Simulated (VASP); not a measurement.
# YS (Fm-3m) in VASP: notebook

The runs below take YS through single point, with LDA.

All numbers are computed with VASP 6.6.1; they aren't measurements. Logs are shortened: lines on timing, memory, paths and dates and some standing lists are left out, and cuts for length are marked.

### Step 1. The cell of the first run

It takes space group Fm-3m (No. 225, cubic). The conventional cell has a = 5.375 Å, b = 5.375 Å, c = 5.375 Å, α = 90.00°, β = 90.00°, γ = 90.00°. Within 3.5 Å of Y (site symmetry m-3m) lie 6 S at 2.69 Å. Within 3.5 Å of S (site symmetry m-3m) lie 6 Y at 2.69 Å.

### Step 2. Single point, LDA (volume scaled by 0.94)

Input file INCAR:

```
SYSTEM = YS
ALGO = Normal
EDIFF = 1E-6
ENCUT = 520
GGA = CA
ISIF = 2
ISMEAR = -1
LASPH = .True.
LCHARG = .True.
LELF = .True.
LREAL = .False.
LVHAR = .True.
LWAVE = .False.
NBANDS = 16
NELM = 60
PREC = Accurate
SIGMA = 0.01
```

Input file KPOINTS:

```
k-points
0
Gamma
  8 8 8
  0 0 0
```

Input file POSCAR:

```
YS
1.0
    0.0000000000      2.6876414272      2.6876414272
    2.6876414272      0.0000000000      2.6876414272
    2.6876414272      2.6876414272      0.0000000000
Y S
1 1
Direct
    0.5000000000      0.5000000000      0.5000000000
    0.0000000000      0.0000000000      0.0000000000
```

Potentials or basis: VASP PAW LDA potentials, release 64 (Y_sv, S).

The run is started by

```
cat potpaw_LDA.64/Y_sv/POTCAR potpaw_LDA.64/S/POTCAR > POTCAR
mpirun -np 1 vasp_std > vasp.out
```

OUTCAR:

```text
SYSTEM = YS
   EDIFF = 1E-6
   ENCUT = 520
   GGA = CA
   ISIF = 2
   ISMEAR = -1
   LASPH = .True.
   LREAL = .False.
   NELM = 60
   PREC = Accurate

 ion  position               nearest neighbor table
   1  0.500  0.500  0.500-   2 2.69   2 2.69   2 2.69   2 2.69   2 2.69   2 2.69
   2  0.000  0.000  0.000-   1 2.69   1 2.69   1 2.69   1 2.69   1 2.69   1 2.69

  LATTYP: Found a face centered cubic cell.
 ALAT       =     5.3752828544

  Lattice vectors:

 A1 = (   0.0000000000,   2.6876414272,   2.6876414272)
 A2 = (   2.6876414272,   0.0000000000,   2.6876414272)
 A3 = (   2.6876414272,   2.6876414272,   0.0000000000)

Analysis of symmetry for initial positions (statically):
=====================================================================
 Subroutine PRICEL returns:
 Original cell was already a primitive cell.

 Routine SETGRP: Setting up the symmetry group for a
 face centered cubic supercell.

 Subroutine GETGRP returns: Found 48 space group operations
 (whereof 48 operations were pure point group operations)
 out of a pool of 48 trial point group operations.

The static configuration has the point symmetry O_h .

Analysis of symmetry for dynamics (positions and initial velocities):
=====================================================================
 Subroutine PRICEL returns:
 Original cell was already a primitive cell.

 Routine SETGRP: Setting up the symmetry group for a
 face centered cubic supercell.

 Subroutine GETGRP returns: Found 48 space group operations
 (whereof 48 operations were pure point group operations)
 out of a pool of 48 trial point group operations.

The dynamic configuration has the point symmetry O_h .

 Subroutine INISYM returns: Found 48 space group operations
 (whereof 48 operations are pure point group operations),
 and found     1 'primitive' translations

----------------------------------------------------------------------------------------

                                     Primitive cell

  volume of cell :      38.8279

  direct lattice vectors                    reciprocal lattice vectors
     0.000000000  2.687641427  2.687641427    -0.186036722  0.186036722  0.186036722
     2.687641427  0.000000000  2.687641427     0.186036722 -0.186036722  0.186036722
     2.687641427  2.687641427  0.000000000     0.186036722  0.186036722 -0.186036722

  length of vectors
     3.800898957  3.800898957  3.800898957     0.322225054  0.322225054  0.322225054

  position of ions in fractional coordinates (direct lattice)
     0.500000000  0.500000000  0.500000000
     0.000000000  0.000000000  0.000000000

  ion indices of the primitive-cell ions
   primitive index   ion index
                 1           1
                 2           2

----------------------------------------------------------------------------------------

 KPOINTS: k-points

Automatic generation of k-mesh.
 Grid dimensions read from file:
 generate k-points for:    8    8    8

 Generating k-lattice:

  Cartesian coordinates                     Fractional coordinates (reciprocal lattice)
    -0.023254590  0.023254590  0.023254590     0.125000000  0.000000000  0.000000000
     0.023254590 -0.023254590  0.023254590     0.000000000  0.125000000  0.000000000
     0.023254590  0.023254590 -0.023254590     0.000000000  0.000000000  0.125000000

  Length of vectors
     0.040278132  0.040278132  0.040278132

  Shift w.r.t. Gamma in fractional coordinates (k-lattice)
     0.000000000  0.000000000  0.000000000

 Subroutine IBZKPT returns following result:
 ===========================================

 Found     29 irreducible k-points:

 Following reciprocal coordinates:
            Coordinates               Weight
  0.000000  0.000000  0.000000      1.000000
  0.125000  0.000000  0.000000      8.000000
  0.250000  0.000000  0.000000      8.000000
  0.375000  0.000000  0.000000      8.000000
  0.500000  0.000000  0.000000      4.000000
  0.125000  0.125000  0.000000      6.000000
[... 16 lines left out ...]
  0.500000  0.250000  0.125000     48.000000
 -0.375000  0.250000  0.125000     24.000000
 [... further k-points ...]
   k-points           NKPTS =     29   k-points in BZ     NKDIM =     29   number of bands    NBANDS=     16
   number of dos      NEDOS =    301   number of ions     NIONS =      2
   total plane-waves  NPLWV =  21952
   dimension x,y,z NGX =    28 NGY =   28 NGZ =   28
   dimension x,y,z NGXF=    56 NGYF=   56 NGZF=   56
   ions per type =               1   1
   NGX,Y,Z   is equivalent  to a cutoff of  12.25, 12.25, 12.25 a.u.
   NGXF,Y,Z  is equivalent  to a cutoff of  24.49, 24.49, 24.49 a.u.
 SYSTEM =  YS
   PREC   = accura    normal or accurate (medium, high low for compatibility)
   ISTART =      0    job   : 0-new  1-cont  2-samecut
   ICHARG =      2    charge: 1-file 2-atom 10-const
   ISPIN  =      1    spin polarized calculation?
   LNONCOLLINEAR =      F non collinear calculations
   LSORBIT =      F    spin-orbit coupling
   LASPH  =      T    aspherical Exc in radial PAW
   ENCUT  =  520.0 eV  38.22 Ry    6.18 a.u.   7.07  7.07  7.07*2*pi/ulx,y,z
   NELM   =     60;   NELMIN=  2; NELMDL= -5     # of ELM steps
   EDIFF  = 0.1E-05   stopping-criterion for ELM
   LREAL  =      F    real-space projection
   EDIFFG = 0.1E-04   stopping-criterion for IOM
   NSW    =      0    number of steps for IOM
   IBRION =     -1    ionic relax: 0-MD 1-quasi-New 2-CG
   NFREE  =      0    steps in history (QN), initial steepest desc. (CG)
   ISIF   =      2    stress and relaxation
   ISYM   =      2    0-nonsym 1-usesym 2-fastsym
   POTIM  = 0.5000    time-step for ionic-motion
   TEBEG  =    0.0;   TEEND  =   0.0 temperature during run
   PSTRESS=    0.0 pullay stress
   NELECT =      17.0000    total number of electrons
   NUPDOWN=      -1.0000    fix difference up-down
   EMIN   =  10.00;   EMAX   =-10.00  energy-range for DOS
   EFERMI =   0.00;   METHOD = LEGACY
   ISMEAR =    -1;   SIGMA  =   0.01  broadening in eV -4-tet -1-fermi 0-gaus
   EFERMI_NEDOS =   21; number of points for ismear=-14 and -15
   IALGO  =     38    algorithm
   IMIX   =      4    mixing-type and parameters
     AMIX     =   0.40;   BMIX     =  1.00
     AMIX_MAG =   1.60;   BMIX_MAG =  1.00
  volume/ion in A,a.u.               =      19.41       131.01
  Fermi-wavevector in a.u.,A,eV,Ry     =   1.243111  2.349139 21.025413  1.545324
  Thomas-Fermi vector in A             =   2.377436
   LORBIT       =      0    0 simple, 1 ext, 2 COOP (PROOUT), +10 PAW based schemes
   GGA     = CA    functional components
   LHFCALC =     F    Hartree Fock is set to
   AEXX    =    0.0000 exact exchange contribution
   IVDW    =     0    specifies the selected vdW correction
   LEPSILON=     F    determine dielectric tensor
   LRPA    =     F    only Hartree local field effects (RPA)
 non-spin polarized calculation
  energy-cutoff  :      520.00
  volume of cell :       38.83
 maximum number of plane-waves:      1058
   NGX = 15   NGY = 15   NGZ = 15

 number of electron      17.0000000 magnetization

 Free energy of the ion-electron system (eV)
  ---------------------------------------------------
  ext. energy  EPLUGINS =         0.00000000
  ---------------------------------------------------
  free energy    TOTEN  =       -16.02539831 eV

  energy without entropy =      -16.02475710  energy(sigma->0) =      -16.02507771

 E-fermi :   7.1244     XC(G=0): -11.0660

 val. band max:        7.0882807058   @ k =   0.1250   0.0000   0.0000
 cond. band min:       7.1309088079   @ k =   0.3750   0.1250   0.0000
 fundamental gap:      0.0426281021
 Fermi energy:         7.1243685156

 k-point     1 :       0.0000    0.0000    0.0000
  band No.  band energies     occupation
      1     -35.7470      2.00000
      2     -15.8099      2.00000
      3     -15.8099      2.00000
      4     -15.8099      2.00000
      5      -8.0508      2.00000
      6       3.8340      2.00000
[... 8 lines left out ...]
     15      14.0907      0.00000
     16      20.4474      0.00000

 k-point     2 :       0.1250    0.0000    0.0000
  band No.  band energies     occupation
      1     -35.7409      2.00000
      2     -15.9033      2.00000
      3     -15.8161      2.00000
      4     -15.8161      2.00000
      5      -7.8402      2.00000
      6       2.9644      2.00000
[... 8 lines left out ...]
     15      14.8531      0.00000
     16      19.0289      0.00000

 k-point     3 :       0.2500    0.0000    0.0000
  band No.  band energies     occupation
      1     -35.7261      2.00000
      2     -16.1161      2.00000
      3     -15.8308      2.00000
      4     -15.8308      2.00000
      5      -7.3138      2.00000
      6       1.4842      2.00000
[... 8 lines left out ...]
     15      15.8105      0.00000
     16      17.3476      0.00000

 k-point     4 :       0.3750    0.0000    0.0000
  band No.  band energies     occupation
      1     -35.7112      2.00000
      2     -16.3139      2.00000
      3     -15.8454      2.00000
      4     -15.8454      2.00000
      5      -6.7415      2.00000
      6       0.2996      2.00000
[... 8 lines left out ...]
     15      15.0613      0.00000
     16      15.0613      0.00000

 k-point     5 :       0.5000    0.0000    0.0000
  band No.  band energies     occupation
      1     -35.7050      2.00000
      2     -16.3921      2.00000
      3     -15.8515      2.00000
      4     -15.8515      2.00000
      5      -6.4814      2.00000
      6      -0.1630      2.00000
[... 8 lines left out ...]
     15      14.0977      0.00000
     16      14.0977      0.00000

 k-point     6 :       0.1250    0.1250    0.0000
  band No.  band energies     occupation
      1     -35.7389      2.00000
      2     -15.8989      2.00000
      3     -15.8340      2.00000
      4     -15.8340      2.00000
      5      -7.7918      2.00000
      6       2.4422      2.00000
[... 8 lines left out ...]
     15      15.0934      0.00000
     16      18.7606      0.00000
[... 267 lines left out ...]
 k-point    21 :       0.5000    0.5000    0.0000
  band No.  band energies     occupation
      1     -35.6922      2.00000
      2     -16.2256      2.00000
      3     -15.9732      2.00000
      4     -15.9732      2.00000
      5      -7.3755      2.00000
      6       1.6891      2.00000
[... 8 lines left out ...]
     15      15.1573      0.00000
     16      18.9287      0.00000

 k-point    22 :       0.3750    0.2500    0.1250
  band No.  band energies     occupation
      1     -35.7152      2.00000
      2     -16.1467      2.00000
      3     -15.9228      2.00000
      4     -15.8564      2.00000
      5      -7.1525      2.00000
      6       0.9813      2.00000
[... 8 lines left out ...]
     15      15.4969      0.00000
     16      16.1464      0.00000

 k-point    23 :       0.5000    0.2500    0.1250
  band No.  band energies     occupation
      1     -35.7034      2.00000
      2     -16.2437      2.00000
      3     -15.9676      2.00000
      4     -15.8811      2.00000
      5      -6.8738      2.00000
      6       0.6575      2.00000
[... 8 lines left out ...]
     15      14.2141      0.00000
     16      15.3381      0.00000

 k-point    24 :      -0.3750    0.2500    0.1250
  band No.  band energies     occupation
      1     -35.6985      2.00000
      2     -16.2848      2.00000
      3     -15.9781      2.00000
      4     -15.8971      2.00000
      5      -6.7581      2.00000
      6       0.5445      2.00000
[... 8 lines left out ...]
     15      15.2250      0.00000
     16      15.2399      0.00000

 [... further k-points ...]
[... 5 lines left out ...]
  --------------------------------------------------------------------------------------
  -------------------------------------------------------------------------------------
  Total        0.7063241      0.7063241      0.7063241     -0.0000000     -0.0000000      0.0000000
  in kB       29.1454420     29.1454420     29.1454420     -0.0000000     -0.0000000      0.0000000
  external PRESSURE =      29.1454420 kB  Pullay stress =       0.0000000 kB

 VOLUME and BASIS-vectors are now :
 -----------------------------------------------------------------------------
  energy-cutoff  :      520.00
  volume of cell :       38.83
      direct lattice vectors                 reciprocal lattice vectors
     0.000000000  2.687641427  2.687641427    -0.186036722  0.186036722  0.186036722
     2.687641427  0.000000000  2.687641427     0.186036722 -0.186036722  0.186036722
     2.687641427  2.687641427  0.000000000     0.186036722  0.186036722 -0.186036722

 POSITION                                       TOTAL-FORCE (eV/Angst)
 -----------------------------------------------------------------------------------
      2.68764      2.68764      2.68764         0.000000      0.000000      0.000000
      0.00000      0.00000      0.00000        -0.000000     -0.000000     -0.000000
 -----------------------------------------------------------------------------------
    total drift:                                0.000000      0.000000      0.000000

  FREE ENERGIE OF THE ION-ELECTRON SYSTEM (eV)
  ---------------------------------------------------
  free  energy   TOTEN  =       -16.0253983067 eV

  energy  without entropy=      -16.0247571041  energy(sigma->0) =      -16.02507771
```

It took 30 s on 1 thread of Intel Xeon 8259CL, shared host; peak memory 0.16 GiB.

Results:

| Quantity | Value |
| --- | --- |
| Free energy | -16.0254 eV |
| Pressure | 2.9 GPa |

Levels at points of the mesh, in eV from the Fermi level:
```csv
k point,band 5,band 6,band 7,band 8,band 9,band 10,band 11,band 12,band 13,band 14
"(0.00, 0.00, 0.00)",-15.18,-3.29,-3.29,-3.29,-0.24,-0.24,-0.24,0.67,0.67,1.81
"(0.50, 0.00, 0.00)",-13.61,-7.29,-5.36,-5.36,2.23,2.97,3.01,3.01,6.20,6.20
"(0.50, 0.50, 0.00)",-14.50,-5.44,-4.00,-4.00,-2.53,2.02,3.58,4.14,4.14,4.57
```

(Part 1 of 2 ends here.)
